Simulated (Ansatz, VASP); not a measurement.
**GaSb3 in VASP and in Ansatz**

Contents of INCAR:

```
SYSTEM = GaSb3
  PREC = Accurate
  ENCUT = 520
  EDIFF = 1E-7
  ISMEAR = 0
  SIGMA = 0.15
  LREAL = .False.
  LASPH = .True.
  NELM = 100
  ALGO = Normal
  ISIF = 2
  LWAVE = .False.
  LCHARG = .False.
  GGA = PS
  NBANDS = 22
```

File KPOINTS:

```
regular mesh
0
Gamma
  10 10 10
  0 0 0
```

File POSCAR:

```
GaSb3
1.0
   -0.0971837661      3.6466703981      3.3793694579
    3.5494866320      0.0000000000      3.2821856918
    3.6466703981      3.6466703981     -0.0971837661
Ga Sb
1 3
Direct
    0.0000000000      0.0000000000      0.0000000000
    0.2500000000      0.2500000000      0.2500000000
    0.7500000000      0.7500000000      0.7500000000
    0.5000000000      0.5000000000      0.5000000000
```

Input for Ansatz:

```yaml
crystal:
  lattice:
    - [-0.0971837661, 3.6466703981, 3.3793694579]
    - [3.549486632, 0.0, 3.2821856918]
    - [3.6466703981, 3.6466703981, -0.0971837661]
  atoms:
    - { symbol: Ga, position: [0.0, 0.0, 0.0] }
    - { symbol: Sb, position: [0.25, 0.25, 0.25] }
    - { symbol: Sb, position: [0.75, 0.75, 0.75] }
    - { symbol: Sb, position: [0.5, 0.5, 0.5] }
basis:
  ecutwfc: 420
kpoints:
  mp_grid: { grid: [10, 10, 10] }
hamiltonian:
  xc: pbesol
  pseudopotentials: { kind: paw, azcp: { folder: soft_1 } }
scf:
  occupations: { method: gaussian, width: 0.15 }
output:
  forces: true
  stress: true
  eigenvalues: true
```

Change from the starting cell: engineering shear strain xz -0.0533, normal strain along z -0.0733.

Alike in both runs: task single point; functional PBEsol; k mesh 10 × 10 × 10; occupations gaussian, width 0.15 eV; no spin polarisation.

|  | VASP | Ansatz |
| --- | --- | --- |
| version | VASP 6.6.1 | Ansatz 0.2.0 |
| potentials or method | VASP PAW PBE potentials, release 64 (Ga_d, Sb), cutoff 520 eV | scalar-relativistic, plane waves, PAW |
| valence electrons in the cell | 28 | 58 |

```csv
,VASP,Ansatz,Ansatz less VASP
gap on the k mesh at the Fermi level (eV),none,none,-
pressure (GPa),6.6,6.5,-0.11
"traceless stress, the component that is largest in VASP (GPa)",2.21,2.17,-0.043
rms of the force components (eV/Å),0.083,0.081,-0.0018
```

VASP's potentials were made for PBE, not for PBEsol, and Ansatz warns of the same on its side. Atom by atom the forces differ by 0.002 eV/Å (rms over components). A gap of «none» marks a metal or a gap that the smearing closes. The functional is the same, so the differences come from potentials, cutoffs and numerics. VASP's potentials hold 28 valence electrons a cell and Ansatz's 58, so a difference there can come from the potentials and not from the codes.

Spin-orbit coupling is off throughout.
